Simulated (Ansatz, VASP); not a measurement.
**Two plane-wave programs on Au**

Contents of INCAR:

```
SYSTEM = Au
  PREC = Accurate
  ENCUT = 600
  EDIFF = 1E-6
  ISMEAR = 0
  SIGMA = 0.3
  LREAL = .FALSE.
  LASPH = .TRUE.
  NELM = 100
  ALGO = Fast
  ISIF = 3
  LWAVE = .FALSE.
  LCHARG = .FALSE.
  GGA = PE
  IBRION = 2
  NSW = 80
  EDIFFG = -0.003
```

KPOINTS

```
Automatic mesh
0
G
  32 32 32
  0 0 0
```

Contents of POSCAR:

```
Au
1.0
    0.0000000000      2.0790000000      2.0790000000
    2.0790000000      0.0000000000      2.0790000000
    2.0790000000      2.0790000000      0.0000000000
Au
1
Direct
    0.0000000000      0.0000000000      0.0000000000
```

Input for Ansatz:

```yaml
crystal:
  lattice:
    - [0.0, 2.079, 2.079]
    - [2.079, 0.0, 2.079]
    - [2.079, 2.079, 0.0]
  atoms:
    - { symbol: Au, position: [0.0, 0.0, 0.0] }
scf:
  occupations: { method: gaussian, width: 0.3 }
output:
  forces: true
  stress: true
  eigenvalues: true
  write_density: true
  write_potential: true
  elf: true
  volumetric_format: npy
hamiltonian:
  xc: pbe
relax:
  f_tol: 0.003
  max_steps: 60
  cell: { stress_tol: 0.02 }
kpoints:
  mp_grid: { grid: [32, 32, 32] }
```

Alike in both runs: task relaxation of cell and atoms; functional PBE; k mesh 32 × 32 × 32; occupations gaussian, width 0.3 eV; no spin polarisation.

|  | VASP | Ansatz |
| --- | --- | --- |
| version | VASP 6.6.1 | Ansatz 0.2.0 |
| potentials or method | VASP PAW PBE potentials, release 64 (Au) | scalar-relativistic, plane waves, PAW |
| plane-wave cutoff (eV) | 600 | 420 |
| valence electrons in the cell | 11 | 19 |

```tsv
	VASP	Ansatz	Ansatz less VASP
gap on the k mesh at the Fermi level, each at its own relaxed structure (eV)	none	none	-
relaxed volume (Å³/atom)	17.95	17.97	+0.024
relaxed cell length with the largest relative difference (Å)	2.939	2.940	+0.0013
```

A gap of «none» marks a metal or a gap that the smearing closes. VASP's potentials hold 11 valence electrons a cell and Ansatz's 19, so a difference there can come from the potentials and not from the codes.

Spin-orbit coupling is off throughout.
